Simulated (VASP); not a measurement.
Input of a VASP 6.6.1 run:

File POSCAR:

```
Te
1.0
    4.4469300000      0.0000000000      0.0000000000
   -2.2234650000      3.8511543489      0.0000000000
    0.0000000000      0.0000000000      5.9149200000
Te
3
Direct
    0.7310000000      0.7310000000      0.5000000000
    0.0000000000      0.2690000000      0.8333333333
    0.2690000000      0.0000000000      0.1666666667
```

INCAR.step1

```
ALGO     = Normal         # electronic algorithm
EDIFF    = 1E-5           # SCF threshold, eV
ENCUT    = 550            # plane-wave cutoff, eV
GGA      = PE             # functional
GGA_COMPAT= F            
ISMEAR   = -1             # smearing method
LASPH    = T              # aspherical terms in the spheres
LCHARG   = F              # write CHGCAR
LREAL    = F              # projectors in reciprocal space
LSORBIT  = T              # spin-orbit coupling
LWAVE    = T              # write WAVECAR
MAGMOM   = 0 0 0 0 0 0 0 0 0 # initial moments
NBANDS   = 31             # bands
NELM     = 200            # most SCF steps
PREC     = Accurate       # precision mode
SIGMA    = 0.1            # smearing width, eV
```

The input INCAR.step2:

```
ALGO     = Normal         # electronic algorithm
BPARAM   = 11.95        
CPARAM   = 0.0093       
EDIFF    = 1E-6           # SCF threshold, eV
ENCUT    = 550            # plane-wave cutoff, eV
GGA_COMPAT= F            
ISIF     = 2              # what is computed and relaxed
ISMEAR   = -1             # smearing method
ISTART   = 1            
IVDW_NL  = 2            
LASPH    = T              # aspherical terms in the spheres
LCHARG   = T              # write CHGCAR
LMIXTAU  = T            
LORBIT   = 11             # projections on sites
LORBMOM  = T            
LREAL    = F              # projectors in reciprocal space
LSORBIT  = T              # spin-orbit coupling
LUSE_VDW = T            
LVHAR    = T            
LWAVE    = F              # write WAVECAR
MAGMOM   = 0 0 0 0 0 0 0 0 0 # initial moments
METAGGA  = R2SCAN         # meta-GGA
NBANDS   = 31             # bands
NELM     = 200            # most SCF steps
PREC     = Accurate       # precision mode
SIGMA    = 0.1            # smearing width, eV
```

The input KPOINTS:

```
k-points
0
Gamma
  7 7 5
```

Potentials or basis: VASP PAW PBE potentials, release 64 (Te).

Launch:

```bash
$ cat potpaw_PBE.64/Te/POTCAR > POTCAR
$ cp INCAR.step1 INCAR
$ mpirun -np 1 vasp_ncl > vasp.out
$ cp INCAR.step2 INCAR
$ mpirun -np 1 vasp_ncl > vasp.out
```

Problem. Predict the largest force.

Solution. 0.034 eV/Å.

Problem. Predict the net moment.

Solution. 0.00 μB per cell.

Stress tensor (GPa, compression positive):
```
0.60 0.00 0.00
0.00 0.60 0.00
0.00 0.00 1.15
```

Caveat: the PAW data sets were made with another functional, which shifts forces and pressure a little.
